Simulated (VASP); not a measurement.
# W12S in VASP: notebook

W12S is run at these levels: PBE; tasks: single point.

Program: VASP 6.6.1. These are calculated values, not measurements. Logs are shortened: lines on timing, memory, paths and dates and some standing lists are left out, and cuts for length are marked.

**1. The cell of the first run**

The cell holds a slab with vacuum, 13 atoms: a = 5.514 Å, b = 5.514 Å, c = 19.856 Å, α = 90.00°, β = 90.00°, γ = 109.47°.

**2. Single point, PBE**

File INCAR:

```
SYSTEM = W12S
PREC     = Accurate       ! precision mode
ENCUT    = 520            ! plane-wave cutoff, eV
EDIFF    = 1E-6           ! SCF threshold, eV
ISMEAR   = 0              ! smearing method
SIGMA    = 0.1            ! smearing width, eV
LREAL    = .FALSE.        ! projectors in reciprocal space
LASPH    = .TRUE.         ! aspherical terms in the spheres
NELM     = 80             ! most SCF steps
ALGO     = Normal         ! electronic algorithm
ISIF     = 2              ! what is computed and relaxed
LWAVE    = .FALSE.        ! write WAVECAR
LCHARG   = .TRUE.         ! write CHGCAR
LDIPOL   = .TRUE.       
IDIPOL   = 3            
DIPOL    = 0.5 0.5 0.326
GGA      = PE             ! functional
LELF     = .TRUE.         ! ELF
LVHAR    = .TRUE.       
LVACPOTAV= .TRUE.       
NBANDS   = 99             ! bands
```

File KPOINTS:

```
Automatic mesh
0
G
  5 5 1
  0 0 0
```

File POSCAR:

```
W12S
1.0
    5.5143287168      0.0000000000      0.0000000000
   -1.8381095723      5.1989589724      0.0000000000
    0.0000000000      0.0000000000     19.8562160940
W S
12 1
Direct
    0.2500000000      0.2500000000      0.2014482508
    0.2500000000      0.7500000000      0.2014482508
    0.7500000000      0.2500000000      0.2014482508
    0.7500000000      0.7500000000      0.2014482508
    0.0000000000      0.0000000000      0.3111437106
    0.0000000000      0.5000000000      0.3111437106
    0.5000000000      0.0000000000      0.3111437106
    0.5000000000      0.5000000000      0.3111437106
    0.2500000000      0.2500000000      0.4208362789
    0.2500000000      0.7500000000      0.4208362789
    0.7500000000      0.2500000000      0.4208362789
    0.7500000000      0.7500000000      0.4208362789
    0.4166666667      0.5833333333      0.5100395106
```

Potentials or basis: VASP PAW PBE potentials, release 64 (W_sv, S).

Launch:

```bash
$ cat potpaw_PBE.64/W_sv/POTCAR potpaw_PBE.64/S/POTCAR > POTCAR
$ mpirun -np 1 vasp_std > vasp.out
```

OUTCAR:

```text
SYSTEM = W12S
   PREC = Accurate
   ENCUT = 520
   EDIFF = 1E-6
   ISMEAR = 0
   LREAL = .FALSE.
   LASPH = .TRUE.
   NELM = 80
   ISIF = 2
   GGA = PE

 ion  position               nearest neighbor table
   1  0.250  0.250  0.201-   5 2.70   8 2.70   2 2.76   2 2.76   3 2.76   3 2.76   7 3.13   6 3.13
                             4 3.18   4 3.18
   2  0.250  0.750  0.201-   6 2.70   7 2.70   1 2.76   1 2.76   4 2.76   4 2.76   5 3.13   8 3.13
                             3 3.18   3 3.18
   3  0.750  0.250  0.201-   6 2.70   7 2.70   4 2.76   4 2.76   1 2.76   1 2.76   5 3.13   8 3.13
                             2 3.18   2 3.18
   4  0.750  0.750  0.201-   5 2.70   8 2.70   3 2.76   3 2.76   2 2.76   2 2.76   7 3.13   6 3.13
                             1 3.18   1 3.18
   5  0.000  0.000  0.311-   9 2.70  12 2.70   1 2.70   4 2.70   6 2.76   6 2.76   7 2.76   7 2.76
                            11 3.13  10 3.13   3 3.13   2 3.13   8 3.18   8 3.18
   6  0.000  0.500  0.311-  10 2.70  11 2.70   2 2.70   3 2.70   5 2.76   5 2.76   8 2.76   8 2.76
                             9 3.13  12 3.13   1 3.13   4 3.13   7 3.18   7 3.18
   7  0.500  0.000  0.311-  10 2.70  11 2.70   2 2.70   3 2.70   8 2.76   8 2.76   5 2.76   5 2.76
                             9 3.13  12 3.13   1 3.13   4 3.13   6 3.18   6 3.18
   8  0.500  0.500  0.311-   9 2.70  12 2.70   1 2.70   4 2.70   7 2.76   7 2.76   6 2.76   6 2.76
                            11 3.13  10 3.13   3 3.13   2 3.13   5 3.18   5 3.18
   9  0.250  0.250  0.421-  13 2.50   8 2.70   5 2.70  10 2.76  10 2.76  11 2.76  11 2.76   6 3.13
                             7 3.13  12 3.18  12 3.18
  10  0.250  0.750  0.421-  13 2.32   7 2.70   6 2.70   9 2.76   9 2.76  12 2.76  12 2.76   8 3.13
                             5 3.13  11 3.18  11 3.18
  11  0.750  0.250  0.421-   6 2.70   7 2.70  12 2.76  12 2.76   9 2.76   9 2.76   5 3.13   8 3.13
                            10 3.18  10 3.18
  12  0.750  0.750  0.421-  13 2.50   8 2.70   5 2.70  11 2.76  11 2.76  10 2.76  10 2.76   6 3.13
                             7 3.13   9 3.18   9 3.18
  13  0.417  0.583  0.510-  10 2.32   9 2.50  12 2.50

  LATTYP: Found a base centered orthorhombic cell.
 ALAT       =     6.3673983380
 B/A-ratio  =     1.4142135624
 C/A-ratio  =     3.1184190214

  Lattice vectors:

 A1 = (   5.5143287168,   0.0000000000,   0.0000000000)
 A2 = (  -1.8381095723,   5.1989589724,   0.0000000000)
 A3 = (   0.0000000000,   0.0000000000,  19.8562160940)

Analysis of symmetry for initial positions (statically):
=====================================================================
 Subroutine PRICEL returns:
 Original cell was already a primitive cell.

 Routine SETGRP: Setting up the symmetry group for a
 base centered orthorhombic supercell.

 Subroutine GETGRP returns: Found  2 space group operations
 (whereof  2 operations were pure point group operations)
 out of a pool of  8 trial point group operations.

The static configuration has the point symmetry C_1h.

Analysis of symmetry for dynamics (positions and initial velocities):
=====================================================================
 Subroutine PRICEL returns:
 Original cell was already a primitive cell.

 Routine SETGRP: Setting up the symmetry group for a
 base centered orthorhombic supercell.

 Subroutine GETGRP returns: Found  2 space group operations
 (whereof  2 operations were pure point group operations)
 out of a pool of  8 trial point group operations.

The dynamic configuration has the point symmetry C_1h.

 Subroutine INISYM returns: Found  2 space group operations
 (whereof  2 operations are pure point group operations),
 and found     1 'primitive' translations

----------------------------------------------------------------------------------------

                                     Primitive cell

  volume of cell :     569.2533

  direct lattice vectors                    reciprocal lattice vectors
     5.514328717  0.000000000  0.000000000     0.181345736  0.064115400  0.000000000
    -1.838109572  5.198958972  0.000000000     0.000000000  0.192346200  0.000000000
     0.000000000  0.000000000 19.856216094     0.000000000  0.000000000  0.050362063

  length of vectors
     5.514328717  5.514328717 19.856216094     0.192346200  0.192346200  0.050362063

  position of ions in fractional coordinates (direct lattice)
     0.250000000  0.250000000  0.201448251
     0.250000000  0.750000000  0.201448251
     0.750000000  0.250000000  0.201448251
[... 50 lines left out ...]

 Found      9 irreducible k-points:

 Following reciprocal coordinates:
            Coordinates               Weight
  0.000000  0.000000  0.000000      1.000000
  0.200000 -0.000000  0.000000      4.000000
  0.400000  0.000000  0.000000      4.000000
  0.200000  0.200000  0.000000      2.000000
  0.400000  0.200000  0.000000      4.000000
 -0.400000  0.200000  0.000000      4.000000
 -0.200000  0.200000  0.000000      2.000000
  0.400000  0.400000  0.000000      2.000000
 -0.400000  0.400000  0.000000      2.000000
   k-points           NKPTS =      9   k-points in BZ     NKDIM =      9   number of bands    NBANDS=     99
   number of dos      NEDOS =    301   number of ions     NIONS =     13
   total plane-waves  NPLWV = 264600
   dimension x,y,z NGX =    42 NGY =   42 NGZ =  150
   dimension x,y,z NGXF=    84 NGYF=   84 NGZF=  300
   ions per type =              12   1
   NGX,Y,Z   is equivalent  to a cutoff of  12.66, 12.66, 12.56 a.u.
   NGXF,Y,Z  is equivalent  to a cutoff of  25.32, 25.32, 25.12 a.u.
 SYSTEM =  W12S
   PREC   = accura    normal or accurate (medium, high low for compatibility)
   ISTART =      0    job   : 0-new  1-cont  2-samecut
   ICHARG =      2    charge: 1-file 2-atom 10-const
   ISPIN  =      1    spin polarized calculation?
   LNONCOLLINEAR =      F non collinear calculations
   LSORBIT =      F    spin-orbit coupling
   LASPH  =      T    aspherical Exc in radial PAW
   ENCUT  =  520.0 eV  38.22 Ry    6.18 a.u.  10.25 10.25 36.92*2*pi/ulx,y,z
   NELM   =     80;   NELMIN=  2; NELMDL= -5     # of ELM steps
   EDIFF  = 0.1E-05   stopping-criterion for ELM
   LREAL  =      F    real-space projection
   EDIFFG = 0.1E-04   stopping-criterion for IOM
   NSW    =      0    number of steps for IOM
   IBRION =     -1    ionic relax: 0-MD 1-quasi-New 2-CG
   NFREE  =      0    steps in history (QN), initial steepest desc. (CG)
   ISIF   =      2    stress and relaxation
   ISYM   =      2    0-nonsym 1-usesym 2-fastsym
   POTIM  = 0.5000    time-step for ionic-motion
   TEBEG  =    0.0;   TEEND  =   0.0 temperature during run
   PSTRESS=    0.0 pullay stress
   NELECT =     174.0000    total number of electrons
   NUPDOWN=      -1.0000    fix difference up-down
   EMIN   =  10.00;   EMAX   =-10.00  energy-range for DOS
   EFERMI =   0.00;   METHOD = LEGACY
   ISMEAR =     0;   SIGMA  =   0.10  broadening in eV -4-tet -1-fermi 0-gaus
   EFERMI_NEDOS =   21; number of points for ismear=-14 and -15
   IALGO  =     38    algorithm
   IMIX   =      4    mixing-type and parameters
     AMIX     =   0.40;   BMIX     =  1.00
     AMIX_MAG =   1.60;   BMIX_MAG =  1.00
  volume/ion in A,a.u.               =      43.79       295.50
  Fermi-wavevector in a.u.,A,eV,Ry     =   1.102781  2.083955 16.546408  1.216127
  Thomas-Fermi vector in A             =   2.239229
   LORBIT       =      0    0 simple, 1 ext, 2 COOP (PROOUT), +10 PAW based schemes
   GGA     = PE    functional components
   LHFCALC =     F    Hartree Fock is set to
   AEXX    =    0.0000 exact exchange contribution
   IVDW    =     0    specifies the selected vdW correction
   LEPSILON=     F    determine dielectric tensor
   LRPA    =     F    only Hartree local field effects (RPA)
 non-spin polarized calculation
 Gauss-broadening in eV      SIGMA  =   0.10
  energy-cutoff  :      520.00
  volume of cell :      569.25
 maximum number of plane-waves:     15340
 NGX is ok and might be reduce to    42
   NGX = 21   NGY = 21   NGZ = 73

 dipolmoment           0.000000      0.000000     -0.004179 electrons x Angstroem

 number of electron     174.0000031 magnetization

 dipolmoment           0.000000      0.000000      0.006700 electrons x Angstroem

 Free energy of the ion-electron system (eV)
  ---------------------------------------------------
  ext. energy  EPLUGINS =         0.00000000
  ---------------------------------------------------
  free energy    TOTEN  =      -150.52422953 eV

  energy without entropy =     -150.46955719  energy(sigma->0) =     -150.49689336

 E-fermi :   0.9743     XC(G=0):  -5.8832

 val. band max:        0.9425453926   @ k =   0.2000  -0.0000   0.0000
 cond. band min:       0.9807869696   @ k =  -0.4000   0.2000   0.0000
 fundamental gap:      0.0382415770
 Fermi energy:         0.9743080030

 k-point     1 :       0.0000    0.0000    0.0000
  band No.  band energies     occupation
      1     -73.1831      2.00000
      2     -73.1132      2.00000
      3     -73.0773      2.00000
      4     -73.0636      2.00000
      5     -73.0529      2.00000
      6     -73.0350      2.00000
[... 907 lines left out ...]
     98       2.2159      0.00000
     99       2.3435      0.00000

------------------------ aborting loop because EDIFF is reached ----------------------------------------

  FORCE on cell =-STRESS in cart. coord.  units (eV):
  Direction    XX          YY          ZZ          XY          YZ          ZX
  --------------------------------------------------------------------------------------
  -------------------------------------------------------------------------------------
  Total       -8.0579103    -11.2534710      2.5774399     -4.5192052     -1.4674872      2.0753400
  in kB      -22.6791869    -31.6731710      7.2542681    -12.7194144     -4.1302787      5.8410956
  external PRESSURE =     -15.6993633 kB  Pullay stress =       0.0000000 kB

 VOLUME and BASIS-vectors are now :
 -----------------------------------------------------------------------------
  energy-cutoff  :      520.00
  volume of cell :      569.25
      direct lattice vectors                 reciprocal lattice vectors
     5.514328717  0.000000000  0.000000000     0.181345736  0.064115400  0.000000000
    -1.838109572  5.198958972  0.000000000     0.000000000  0.192346200  0.000000000
     0.000000000  0.000000000 19.856216094     0.000000000  0.000000000  0.050362063

 POSITION                                       TOTAL-FORCE (eV/Angst)
 -----------------------------------------------------------------------------------
      0.91905      1.29974      4.00000        -0.176419     -0.081361      0.107858
     -0.00000      3.89922      4.00000         0.088543     -0.062609     -0.062503
      3.67622      1.29974      4.00000        -0.109345      0.077319     -0.194911
      2.75716      3.89922      4.00000         0.017902      0.193450      0.107858
      0.00000      0.00000      6.17814         0.100582     -0.071122     -0.799741
     -0.91905      2.59948      6.17814        -0.058570     -0.043174     -0.002321
      2.75716      0.00000      6.17814         0.021182      0.069612     -0.002321
      1.83811      2.59948      6.17814        -0.025850      0.018279     -0.358269
      0.91905      1.29974      8.35622        -0.251140     -0.748424      0.656541
     -0.00000      3.89922      8.35622        -1.257328      0.889065      0.054230
      3.67622      1.29974      8.35622         0.251848     -0.178083     -0.174718
      2.75716      3.89922      8.35622         0.621908      0.486252      0.656541
      1.22541      3.03273     10.12745         0.776689     -0.549202      0.011754
 -----------------------------------------------------------------------------------
    total drift:                                0.000014     -0.000010      0.001000

  FREE ENERGIE OF THE ION-ELECTRON SYSTEM (eV)
  ---------------------------------------------------
  free  energy   TOTEN  =      -150.5242295290 eV

  energy  without entropy=     -150.4695571863  energy(sigma->0) =     -150.49689336

 vacuum level on the upper side and lower side of the slab         5.881         5.838
```

Wall time 17 min (1 thread of AMD EPYC 7R13 (Zen 3), shared host); peak memory 0.71 GiB.

Results:

* Free energy: -150.5242 eV
* Largest force: 1.541 eV/Å
* Band gap on the k mesh: zero (bands 87 and 88 overlap by 1.33 eV)

Forces on the atoms (eV/Å):
```
W   -0.176 -0.081  0.108
W    0.089 -0.063 -0.063
W   -0.109  0.077 -0.195
W    0.018  0.193  0.108
W    0.101 -0.071 -0.800
W   -0.059 -0.043 -0.002
W    0.021  0.070 -0.002
W   -0.026  0.018 -0.358
W   -0.251 -0.748  0.657
W   -1.257  0.889  0.054
W    0.252 -0.178 -0.175
W    0.622  0.486  0.657
S    0.777 -0.549  0.012
```

Caveat: spin-orbit coupling is left out, which moves the levels of the heavy elements.

**3. Single point, PBE**

File INCAR:

```
SYSTEM = W12S
PREC = Accurate ; ENCUT = 520
EDIFF = 1E-6 ; ISMEAR = 0
SIGMA = 0.1 ; LREAL = .False.
LASPH = .True. ; NELM = 100
ALGO = Normal ; ISIF = 2
LWAVE = .False. ; LCHARG = .True.
LDIPOL = .True. ; IDIPOL = 3
DIPOL = 0.5 0.5 0.327 ; GGA = PE
LELF = .True. ; LVHAR = .True.
LVACPOTAV = .True. ; NBANDS = 99
```

File KPOINTS:

```
Automatic mesh
0
Gamma
  5 5 1
  0 0 0
```

POSCAR, as its differences from that of step 2:

```diff
@@ -20,2 +20,2 @@
     0.7500000000      0.7500000000      0.4208362789
-    0.4166666667      0.5833333333      0.5100395106
+    0.4166666667      0.4166666667      0.5185761164
```

Potentials or basis: VASP PAW PBE potentials, release 64 (W_sv, S).

Launch:

```bash
$ cat potpaw_PBE.64/W_sv/POTCAR potpaw_PBE.64/S/POTCAR > POTCAR
$ mpirun -np 1 vasp_std > vasp.out
```

It took 19 min on 1 thread of AMD EPYC 7R13, shared host; peak memory 0.72 GiB.

It converged, with:

```yaml
Free_energy: -149.8546 eV
Largest_force: 2.052 eV/Å
Band_gap_on_the_k_mesh: zero (bands 87 and 88 overlap by 1.15 eV)
```

Forces in eV/Å, atoms in the order of the input:
```
W   -0.084 -0.118  0.144
W    0.033 -0.036 -0.166
W   -0.044  0.019 -0.166
W    0.154  0.218  0.293
W   -0.211 -0.298 -0.947
W    0.015 -0.102  0.086
W   -0.101 -0.020  0.086
W    0.118  0.167 -0.523
W   -1.175 -1.662 -0.255
W   -0.284  0.109  0.502
W    0.197 -0.232  0.502
W    0.229  0.324  0.452
S    1.153  1.630 -0.006
```

Levels at points of the mesh, in eV from the Fermi level:
```tsv
k point	band 85	band 86	band 87	band 88	band 89	band 90
(0.00, 0.00, 0.00)	0.45	0.66	0.70	1.01	1.28	1.51
```

Caveat: spin-orbit coupling is left out, which moves the levels of the heavy elements.
